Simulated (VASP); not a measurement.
Here is a VASP 6.6.1 calculation.

File INCAR:

```
SYSTEM = Br
PREC = Accurate ; ENCUT = 500
EDIFF = 1E-6 ; ISMEAR = -1
SIGMA = 0.1 ; LREAL = .False.
LASPH = .True. ; NELM = 120
ALGO = Normal ; ISIF = 2
LWAVE = .False. ; LCHARG = .False.
GGA = PE ; NBANDS = 10
GGA_COMPAT = .False.
```

Contents of KPOINTS:

```
regular mesh
0
Gamma
  12 12 12
  0 0 0
```

POSCAR

```
Br
1.0
    3.1053883798      0.0000000000      0.0000000000
    0.0000000000      3.1053883798      0.0000000000
    0.0000000000      0.0000000000      3.1053883798
Br
1
Direct
    0.0000000000      0.0000000000      0.0000000000
```

Potentials or basis: VASP PAW PBE potentials, release 64 (Br).

Run with:

```console
$ cat potpaw_PBE.64/Br/POTCAR > POTCAR
$ mpirun -np 1 vasp_std > vasp.out
```

Question: What does it give for the pressure?

Answer: 0.0 GPa.

Caveat: an odd number of electrons without spin polarisation forces a metal; a magnetic or distorted state may lie lower.
